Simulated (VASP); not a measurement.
Write the native input for VASP 6.6.1 that does the following.

| Item | Value |
| --- | --- |
| Task | single point |
| Functional | PBEsol |
| Potentials or basis | VASP PAW PBE potentials, release 64 (As, B) |
| Cutoff | 520 eV |
| k mesh | 10 × 10 × 10 |
| Occupations | fermi-dirac, width 0.05 eV |
| Spin | no spin polarisation |
| Dipole correction | no |
| Further INCAR settings | ALGO = Normal; EDIFF = 1e-06; NBANDS = 11 |

The structure of BAs lies in POSCAR:

```
BAs
1.0
    0.0000000000      2.2630882612      2.2630882612
    2.2630882612      0.0000000000      2.2630882612
    2.2630882612      2.2630882612      0.0000000000
As B
1 1
Direct
    0.7500000000      0.7500000000      0.7500000000
    0.0000000000      0.0000000000      0.0000000000
```

These files were run (other wordings do the same):

INCAR

```
SYSTEM = BAs
ALGO = Normal
EDIFF = 1E-6
ENCUT = 520
GGA = PS
ISIF = 2
ISMEAR = -1
LASPH = .True.
LCHARG = .False.
LREAL = .False.
LWAVE = .False.
NBANDS = 11
NELM = 60
PREC = Accurate
SIGMA = 0.05
```

KPOINTS

```
k-points
0
Gamma
  10 10 10
  0 0 0
```

Potentials or basis: VASP PAW PBE potentials, release 64 (As, B).

The run is started by

```console
$ cat potpaw_PBE.64/As/POTCAR potpaw_PBE.64/B/POTCAR > POTCAR
$ mpirun -np 1 vasp_std > vasp.out
```

Results of the run:

```
Pressure               : 31.7 GPa
Band gap on the k mesh : 0.90 eV (least direct gap 3.47 eV)
```

Caveat: the cell stands under pressure; the PAW data sets were made with another functional, which shifts forces and pressure a little.

It took 14 s on 1 thread of Intel(R) Xeon(R) Platinum 8259CL CPU @ 2.50GHz (Skylake/Cascade Lake), with other jobs on the host, peak memory 0.14 GiB.
